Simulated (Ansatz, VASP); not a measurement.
MnO in VASP and in Ansatz

Contents of POSCAR:

```
MnO
1.0
    0.0000000000      2.2239077028      2.2239077028
    2.2239077028      0.0000000000      2.2239077028
    2.2239077028      2.2239077028      0.0000000000
Mn O
1 1
Direct
    0.0000000000      0.0000000000      0.0000000000
    0.5000000000      0.5000000000      0.5000000000
```

Contents of INCAR.step1:

```
SYSTEM = MnO
PREC = Accurate
ENCUT = 520
ISMEAR = -1
SIGMA = 0.05
LREAL = .False.
LASPH = .True.
NELM = 150
ISPIN = 2
MAGMOM = 4 0
LMAXMIX = 4
LDAU = .True.
LDAUTYPE = 2
LDAUL = 2 -1
LDAUU = 6 0
LDAUJ = 0 0
NBANDS = 20
GGA = PE
ALGO = Normal
EDIFF = 1E-4
LWAVE = .True.
LCHARG = .False.
```

INCAR.step2

```
SYSTEM = MnO
PREC = Accurate
ENCUT = 520
EDIFF = 1E-7
ISMEAR = -1
SIGMA = 0.05
LREAL = .False.
LASPH = .True.
NELM = 150
ALGO = Normal
ISIF = 2
LWAVE = .False.
LCHARG = .True.
ISPIN = 2
MAGMOM = 4 0
LORBIT = 11
LMAXMIX = 4
LDAU = .True.
LDAUTYPE = 2
LDAUL = 2 -1
LDAUU = 6 0
LDAUJ = 0 0
LDAUPRINT = 1
METAGGA = R2SCAN
LMIXTAU = .True.
LELF = .True.
LVHAR = .True.
NBANDS = 20
ISTART = 1
```

File KPOINTS:

```
Automatic mesh
0
Gamma
  10 10 10
  0 0 0
```

The input input.yaml:

```yaml
crystal:
  lattice:
    - [0.0, 2.2239077028, 2.2239077028]
    - [2.2239077028, 0.0, 2.2239077028]
    - [2.2239077028, 2.2239077028, 0.0]
  atoms:
    - { symbol: Mn, position: [0.0, 0.0, 0.0], spin: 4.0 }
    - { symbol: O, position: [0.5, 0.5, 0.5] }
hamiltonian:
  xc: r2scan
  pseudopotentials: { kind: paw }
  hubbard: { sites: [{ species: Mn, l: d, u_eff: 6.0 }] }
magnetization:
  spin_polarized: true
kpoints:
  mp_grid: { grid: [10, 10, 10] }
  band_path:
    path:
      - [[0.0, 0.0, 0.0], [0.5, 0.0, 0.5], [0.5, 0.25, 0.75], [0.375, 0.375, 0.75], [0.0, 0.0, 0.0], [0.5, 0.5, 0.5], [0.625, 0.25, 0.625], [0.5, 0.25, 0.75], [0.5, 0.5, 0.5], [0.375, 0.375, 0.75]]
      - [[0.625, 0.25, 0.625], [0.5, 0.0, 0.5]]
    npoints: 14
scf:
  occupations: { method: fermi_dirac, width: 0.05 }
  n_extra_bands: 6
output:
  forces: true
  stress: true
  eigenvalues: true
  fatbands: false
```

Alike in both runs: functional r2SCAN; k mesh 10 × 10 × 10; occupations fermi-dirac, width 0.05 eV; collinear spin; Hubbard terms Mn d U = 6.0 eV.

|  | VASP | Ansatz |
| --- | --- | --- |
| version | VASP 6.6.1 | Ansatz 0.2.0 |
| potentials or method | VASP PAW PBE potentials, release 64 (Mn_pv, O) | Ansatz PAW |
| plane-wave cutoff (eV) | 520 | 500 |
| valence electrons in the cell | 19 | 21 |
| task | single point | band structure |

VASP gave:

| Property | Result |
| --- | --- |
| gap on the k mesh at the Fermi level (eV) | 1.24 |
| least direct gap on the mesh (eV) | 3.22 |
| pressure (GPa) | 4.3 |
| net moment per atom (μB) | 2.50 |
| size of the moment on the site where the two differ most (μB) | 4.71 |

Q: Which values does Ansatz return?

A: gap on the k mesh at the Fermi level (eV): 1.05; least direct gap on the mesh (eV): 3.07; pressure (GPa): 6.9; net moment per atom (μB): 2.50; size of the moment on the site where the two differ most (μB): 4.36.

VASP's potentials were made for PBE, not for r2SCAN. Site moments also hang on the region over which each program counts them. The programs project onto different local orbitals, so the same U acts differently, and such runs can settle in different states. VASP's potentials hold 19 valence electrons a cell and Ansatz's 21, so a difference there can come from the potentials and not from the codes.

Noted on Ansatz's run: the magnetic or orbital state may not be the lowest.
